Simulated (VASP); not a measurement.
# CuO: single point with LDA

Crystal: CuO.

```
CELL_PARAMETERS angstrom
2.01113 -2.01798 0.15669
2.01113 2.01798 0.15669
-0.39157 0.00000 5.02945
ATOMIC_POSITIONS crystal
Cu 0.00000 0.50000 0.00000
Cu 0.50000 0.00000 0.50000
O 0.49998 0.50002 0.25000
O 0.50002 0.49998 0.75000
```

```
Program             : VASP 6.6.1
Task                : single point
Functional          : LDA
Potentials or basis : VASP PAW LDA potentials, release 64 (Cu, O)
Cutoff              : 520 eV
k mesh              : 9 × 9 × 5
Occupations         : fermi-dirac, width 0.1 eV
Spin                : no spin polarisation
```

* Pressure: 1.1 GPa
* Band gap on the k mesh: zero (bands 17 and 18 overlap by 1.02 eV)

Stress tensor (GPa, compression positive):
```
 0.87  0.00 -0.05
 0.00  0.86  0.00
-0.05  0.00  1.44
```

Levels at points of the mesh, in eV from the Fermi level:
```csv
k point,band 15,band 16,band 17,band 18,band 19,band 20
"(0.00, 0.00, 0.00)",-2.53,-2.11,0.72,0.72,1.65,6.14
```

Run time: 2.6 min on 1 thread of Intel(R) Xeon(R) Platinum 8259CL CPU @ 2.50GHz (Skylake/Cascade Lake) (shared host), peak memory 0.21 GiB.

Caveat: semilocal functionals often make such compounds metallic where correlation or magnetic order opens a gap, which also shifts bond lengths. With open d or f shells a metallic result of LDA can be an artefact of self-interaction; +U or a hybrid may open a gap.
